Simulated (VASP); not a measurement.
# SiC (P3m1) in VASP: notebook, part 2 of 2

VASP 6.6.1.

### Step 3. Single point, r2SCAN (the distance across one plane changed)

Input file POSCAR:

```
SiC
1.0
   -1.5387796673     -2.6652445653      0.0000000000
    1.5387796672     -2.6652445654      0.0000000000
    0.0000000000      0.0000000000     10.5767691650
Si C
4 4
Direct
    0.3333333333      0.3333333333      0.0895921399
    0.6666666667      0.6666666667      0.5659554323
    0.0000000000      0.0000000000      0.8041900145
    0.0000000000      0.0000000000      0.3278267221
    0.3333333333      0.3333333333      0.8631741008
    0.6666666667      0.6666666667      0.3868108083
    1.0000000000      0.0000000000      0.6256214354
    1.0000000000      0.0000000000      0.1492581430
```

Input file INCAR.step1:

```
SYSTEM = SiC
PREC = Accurate
ENCUT = 520
ISMEAR = 0
SIGMA = 0.05
LREAL = .False.
LASPH = .True.
NELM = 60
NBANDS = 26
GGA = PE
ALGO = Normal
EDIFF = 1E-4
LWAVE = .True.
LCHARG = .False.
```

Input file INCAR.step2:

```
SYSTEM = SiC
PREC = Accurate
ENCUT = 520
EDIFF = 1E-7
ISMEAR = 0
SIGMA = 0.05
LREAL = .False.
LASPH = .True.
NELM = 60
ALGO = Normal
ISIF = 2
LWAVE = .False.
LCHARG = .True.
METAGGA = R2SCAN
LMIXTAU = .True.
LELF = .True.
LVHAR = .True.
NBANDS = 26
ISTART = 1
```

Input file KPOINTS:

```
Automatic mesh
0
Gamma
  8 8 3
  0 0 0
```

Potentials or basis: VASP PAW PBE potentials, release 64 (Si, C).

Launch:

```console
> cat potpaw_PBE.64/Si/POTCAR potpaw_PBE.64/C/POTCAR > POTCAR
> cp INCAR.step1 INCAR
> mpirun -np 1 vasp_std > vasp.out
> cp INCAR.step2 INCAR
> mpirun -np 1 vasp_std > vasp.out
```

OUTCAR:

```text
SYSTEM = SiC
   PREC = Accurate
   ENCUT = 520
   EDIFF = 1E-7
   ISMEAR = 0
   LREAL = .False.
   LASPH = .True.
   NELM = 60
   ISIF = 2
   METAGGA = R2SCAN
   ISTART = 1

 ion  position               nearest neighbor table
   1  0.333  0.333  0.090-   8 1.89   8 1.89   8 1.89   5 2.39   4 3.08   4 3.08   4 3.08
   2  0.667  0.667  0.566-   7 1.89   7 1.89   7 1.89   6 1.89   4 3.08   4 3.08   4 3.08   3 3.08
                             3 3.08   3 3.08
   3  0.000  0.000  0.804-   5 1.88   5 1.88   5 1.88   7 1.89   2 3.08   2 3.08   2 3.08
   4  0.000  0.000  0.328-   6 1.88   6 1.88   6 1.88   8 1.89   2 3.08   2 3.08   2 3.08   1 3.08
                             1 3.08   1 3.08
   5  0.333  0.333  0.863-   3 1.88   3 1.88   3 1.88   1 2.39
   6  0.667  0.667  0.387-   4 1.88   4 1.88   4 1.88   2 1.89
   7  0.000  0.000  0.626-   2 1.89   2 1.89   2 1.89   3 1.89
   8  0.000  0.000  0.149-   1 1.89   1 1.89   1 1.89   4 1.89

  LATTYP: Found a hexagonal cell.
 ALAT       =     3.0775593345
 C/A-ratio  =     3.4367393169

  Lattice vectors:

 A1 = (  -1.5387796672,   2.6652445654,   0.0000000000)
 A2 = (  -1.5387796673,  -2.6652445653,   0.0000000000)
 A3 = (   0.0000000000,   0.0000000000,  10.5767691650)

Analysis of symmetry for initial positions (statically):
=====================================================================
 Subroutine PRICEL returns:
 Original cell was already a primitive cell.

 Routine SETGRP: Setting up the symmetry group for a
 hexagonal supercell.

 Subroutine GETGRP returns: Found  6 space group operations
 (whereof  6 operations were pure point group operations)
 out of a pool of 24 trial point group operations.

The static configuration has the point symmetry C_3v.

Analysis of symmetry for dynamics (positions and initial velocities):
[... 142 lines left out ...]
     AMIX_MAG =   1.60;   BMIX_MAG =  1.00
  volume/ion in A,a.u.               =      10.84        73.18
  Fermi-wavevector in a.u.,A,eV,Ry     =   1.174066  2.218664 18.754704  1.378432
  Thomas-Fermi vector in A             =   2.310469
   LORBIT       =      0    0 simple, 1 ext, 2 COOP (PROOUT), +10 PAW based schemes
   METAGGA = R2SCAN    functional components
   LHFCALC =     F    Hartree Fock is set to
   AEXX    =    0.0000 exact exchange contribution
   IVDW    =     0    specifies the selected vdW correction
   LEPSILON=     F    determine dielectric tensor
   LRPA    =     F    only Hartree local field effects (RPA)
 non-spin polarized calculation
 Gauss-broadening in eV      SIGMA  =   0.05
  energy-cutoff  :      520.00
  volume of cell :       86.76
 maximum number of plane-waves:      2350
   NGX = 11   NGY = 11   NGZ = 39

 number of electron      32.0000000 magnetization

 Free energy of the ion-electron system (eV)
  ---------------------------------------------------
  ext. energy  EPLUGINS =         0.00000000
  ---------------------------------------------------
  free energy    TOTEN  =       -76.26342249 eV

  energy without entropy =      -76.26342249  energy(sigma->0) =      -76.26342249

 E-fermi :   8.1550     XC(G=0): -11.7008

 val. band max:        7.9187411533   @ k =   0.0000   0.0000   0.0000
 cond. band min:       9.7532159486   @ k =   0.5000   0.0000   0.0000
 fundamental gap:      1.8344747953
 Fermi energy:         8.1549675713

 k-point     1 :       0.0000    0.0000    0.0000
  band No.  band energies     occupation
      1      -8.7859      2.00000
      2      -7.7834      2.00000
      3      -6.9384      2.00000
      4      -5.1640      2.00000
      5      -1.1654      2.00000
      6       2.3410      2.00000
[... 685 lines left out ...]
     25      17.2395      0.00000
     26      17.4391      0.00000

 [... further k-points ...]

------------------------ aborting loop because EDIFF is reached ----------------------------------------

  FORCE on cell =-STRESS in cart. coord.  units (eV):
  Direction    XX          YY          ZZ          XY          YZ          ZX
  --------------------------------------------------------------------------------------
  -------------------------------------------------------------------------------------
  Total       -0.1404182     -0.1404182     -7.6189925      0.0000000     -0.0000000      0.0000000
  in kB       -2.5932082     -2.5932082   -140.7056715      0.0000000     -0.0000000      0.0000000
  external PRESSURE =     -48.6306960 kB  Pullay stress =       0.0000000 kB

 VOLUME and BASIS-vectors are now :
 -----------------------------------------------------------------------------
  energy-cutoff  :      520.00
  volume of cell :       86.76
      direct lattice vectors                 reciprocal lattice vectors
    -1.538779667 -2.665244565  0.000000000    -0.324932809 -0.187600045  0.000000000
     1.538779667 -2.665244565  0.000000000     0.324932809 -0.187600045  0.000000000
     0.000000000  0.000000000 10.576769165     0.000000000  0.000000000  0.094546830

 POSITION                                       TOTAL-FORCE (eV/Angst)
 -----------------------------------------------------------------------------------
     -0.00000     -1.77683      0.94760         0.000000      0.000000     -2.297957
     -0.00000     -3.55366      5.98598         0.000000      0.000000      0.392305
      0.00000      0.00000      8.50573         0.000000      0.000000      1.746200
      0.00000      0.00000      3.46735        -0.000000     -0.000000      0.398379
     -0.00000     -1.77683      9.12959        -0.000000      0.000000      1.363626
     -0.00000     -3.55366      4.09121        -0.000000      0.000000     -0.370814
      0.00000      0.00000      6.61705        -0.000000      0.000000     -0.464689
      0.00000      0.00000      1.57867        -0.000000      0.000000     -0.767050
 -----------------------------------------------------------------------------------
    total drift:                               -0.000000     -0.000000     -0.001806

  FREE ENERGIE OF THE ION-ELECTRON SYSTEM (eV)
  ---------------------------------------------------
  free  energy   TOTEN  =       -76.2634224886 eV

  energy  without entropy=      -76.2634224886  energy(sigma->0) =      -76.26342249
```

OUTCAR.step1:

```text
SYSTEM = SiC
   PREC = Accurate
   ENCUT = 520
   ISMEAR = 0
   LREAL = .False.
   LASPH = .True.
   NELM = 60
[... 941 lines left out ...]
     -0.00000     -3.55366      4.09121         0.000000     -0.000000     -0.342769
      0.00000      0.00000      6.61705        -0.000000      0.000000     -0.445694
      0.00000      0.00000      1.57867         0.000000      0.000000     -0.730657
 -----------------------------------------------------------------------------------
    total drift:                               -0.000000      0.000000     -0.003983

  FREE ENERGIE OF THE ION-ELECTRON SYSTEM (eV)
  ---------------------------------------------------
  free  energy   TOTEN  =       -59.2888583292 eV

  energy  without entropy=      -59.2888583292  energy(sigma->0) =      -59.28885833
```

It took 3.2 min on 1 thread of AMD EPYC 9R45 (Zen 5), shared host; peak memory 0.19 GiB.

Results:

```
Free energy            : -76.2634 eV
Pressure               : -4.9 GPa
Largest force          : 2.298 eV/Å
Band gap on the k mesh : 1.83 eV (least direct gap 3.29 eV)
```

Forces on the atoms (eV/Å):
```
Si   0.000  0.000 -2.298
Si   0.000  0.000  0.392
Si   0.000  0.000  1.746
Si   0.000  0.000  0.398
C    0.000  0.000  1.364
C    0.000  0.000 -0.371
C    0.000  0.000 -0.465
C    0.000  0.000 -0.767
```

Stress tensor (GPa, compression positive):
```
 -0.26   0.00   0.00
  0.00  -0.26   0.00
  0.00   0.00 -14.07
```

Levels at points of the mesh, in eV from the valence-band top:
| k point | band 12 | band 13 | band 14 | band 15 | band 16 | band 17 | band 18 | band 19 | band 20 | band 21 |
| --- | --- | --- | --- | --- | --- | --- | --- | --- | --- | --- |
| (0.00, 0.00, 0.00) | -0.87 | -0.87 | -0.49 | 0.00 | 0.00 | 4.17 | 5.24 | 5.79 | 6.84 | 6.93 |
| (0.50, 0.00, 0.00) | -3.17 | -3.11 | -2.53 | -1.55 | -1.46 | 1.83 | 2.39 | 3.59 | 4.53 | 5.19 |

Caveat: the cell differs from its parent crystal (the distance across one plane changed); the stress differs along the axes, from -14 to -0 GPa; the PAW data sets were made with another functional, which shifts forces and pressure a little. A k mesh can miss the band edges.
